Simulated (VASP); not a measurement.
A run of VASP 6.6.1:

The input INCAR:

```
  PREC = Accurate
  ENCUT = 600
  EDIFF = 1E-7
  ISMEAR = 0
  SIGMA = 0.01
  LREAL = F
  LASPH = T
  NELM = 60
  ALGO = Normal
  ISIF = 3
  LWAVE = F
  LCHARG = F
  IBRION = 2
  NSW = 100
  EDIFFG = -0.005
```

Contents of KPOINTS:

```
Automatic mesh
0
Gamma
  10 10 6
```

File POSCAR:

```
Ta2O5
1.0
    3.6487429489      0.0000000000      0.0000000000
    0.0000000000      3.8370685299      0.0000000000
    0.0000000000      0.0000000000      6.3662591372
Ta O
2 5
Direct
    0.5000000000      0.0000000000      0.5000000000
    0.0000000000      0.0000000000      0.0000000000
    0.5000000000      0.5000000000      0.5000000000
    0.0000000000      0.0000000000      0.6790345295
    0.0000000000      0.5000000000      0.0000000000
    0.5000000000      0.0000000000      0.0000000000
    0.0000000000      0.0000000000      0.3209654705
```

Potentials or basis: VASP PAW LDA potentials, release 64 (Ta_pv, O).

Command:

```console
$ cat potpaw_LDA.64/Ta_pv/POTCAR potpaw_LDA.64/O/POTCAR > POTCAR
$ mpirun -np 1 vasp_std > vasp.out
```

Hardware: 1 thread of Oxide Virtual Turin-like Processor (shared host).

Q: How long does it take, and how much memory?

A: Run time: 37 min on 1 thread of Oxide Virtual Turin-like Processor (shared host), peak memory 0.45 GiB. Counts: scf iterations 50, k points 144, ion steps 6.
